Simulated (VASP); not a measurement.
Write the native input for VASP 6.6.1 that does the following.

```yaml
Task: relaxation of cell and atoms
Functional: PBEsol
Potentials_or_basis: VASP PAW PBE potentials, release 64 (Pd)
Cutoff: 600 eV
k_mesh: 13 × 13 × 13
Occupations: gaussian, width 0.01 eV
Spin: no spin polarisation
Dipole_correction: no
Further_INCAR_settings: ALGO = Normal; EDIFF = 1e-07; IBRION = 2; EDIFFG = -0.01; NSW = 80; ISIF = 3
```

The structure of Pd lies in POSCAR:

```
Pd
1.0
   -1.5722810000      1.5722810000      1.5722810000
    1.5722810000     -1.5722810000      1.5722810000
    1.5722810000      1.5722810000     -1.5722810000
Pd
1
Direct
    0.0000000000      0.0000000000      0.0000000000
```

One way to write it, as run:

INCAR

```
  PREC = Accurate
  ENCUT = 600
  EDIFF = 1E-7
  ISMEAR = 0
  SIGMA = 0.01
  LREAL = F
  LASPH = T
  NELM = 80
  ALGO = Normal
  ISIF = 3
  LWAVE = F
  LCHARG = F
  GGA = PS
  IBRION = 2
  NSW = 80
  EDIFFG = -0.01
```

KPOINTS

```
regular mesh
0
Gamma
  13 13 13
```

Potentials or basis: VASP PAW PBE potentials, release 64 (Pd).

The run is started by

```sh
$ cat potpaw_PBE.64/Pd/POTCAR > POTCAR
$ mpirun -np 1 vasp_std > vasp.out
```

Results of the run:

* Relaxed volume: 14.64 Å³/atom
* Relaxed cell: a = 2.669 Å, b = 2.669 Å, c = 2.669 Å, α = 109.47°, β = 109.47°, γ = 109.47°
* Space group after relaxing (to 0.05 Å): Im-3m (No. 229)
* Energy gained by relaxing: 31.1 meV/atom
* Ionic steps: 4
* Pressure after relaxing: 0.0 GPa
* Band gap on the k mesh: zero (band 5 reaches 10.30 eV, above the bottom of band 6 at 8.66 eV)

Caveat: the PAW data sets were made with another functional, which shifts forces and pressure a little.

It took 17 s on 1 thread of Intel Xeon 6975P-C (shared host), peak memory 0.16 GiB.
